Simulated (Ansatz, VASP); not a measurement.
**Two plane-wave programs on Ru**

The input INCAR:

```
  PREC = Accurate
  ENCUT = 500
  EDIFF = 1E-6
  ISMEAR = -1
  SIGMA = 0.1
  LREAL = F
  LASPH = T
  NELM = 200
  ALGO = Normal
  ISIF = 2
  LWAVE = F
  LCHARG = T
  ISPIN = 2
  MAGMOM = 0.74
  LORBIT = 11
  LMAXMIX = 4
  GGA = PE
  LELF = T
  LVHAR = T
  NBANDS = 17
  GGA_COMPAT = F
```

File KPOINTS:

```
Automatic mesh
0
Gamma
  8 8 8
```

Contents of POSCAR:

```
Ru
1.0
   -1.5755000000      1.5755000000      1.5755000000
    1.5755000000     -1.5755000000      1.5755000000
    1.5755000000      1.5755000000     -1.5755000000
Ru
1
Direct
    0.0000000000      0.0000000000      0.0000000000
```

Input for Ansatz:

```yaml
crystal:
  lattice:
    - [-1.5755, 1.5755, 1.5755]
    - [1.5755, -1.5755, 1.5755]
    - [1.5755, 1.5755, -1.5755]
  atoms:
    - { symbol: Ru, position: [0, 0, 0] }
kpoints:
  mp_grid: { grid: [8, 8, 8], shift: [0, 0, 0] }
hamiltonian:
  xc: pbe
  pseudopotentials: { kind: paw }
magnetization:
  spin_polarized: true
scf:
  occupations: { method: fermi_dirac }
```

Alike in both runs: task single point; functional PBE; k mesh 8 × 8 × 8; collinear spin.

|  | VASP | Ansatz |
| --- | --- | --- |
| version | VASP 6.6.1 | Ansatz 0.2 development build |
| potentials or method | VASP PAW PBE potentials, release 64 (Ru_pv) | PAW hard, scalar-relativistic |
| plane-wave cutoff (eV) | 500 | 660 |
| occupations | fermi-dirac, width 0.1 eV | fermi-dirac |

```tsv
	VASP	Ansatz	Ansatz less VASP
net moment per atom (μB)	0.65	0.69	+0.032
size of the moment on the site where the two differ most (μB)	0.65	0.67	+0.019
```

Site moments also hang on the region over which each program counts them. Ansatz's warnings: negative dielectric reading.
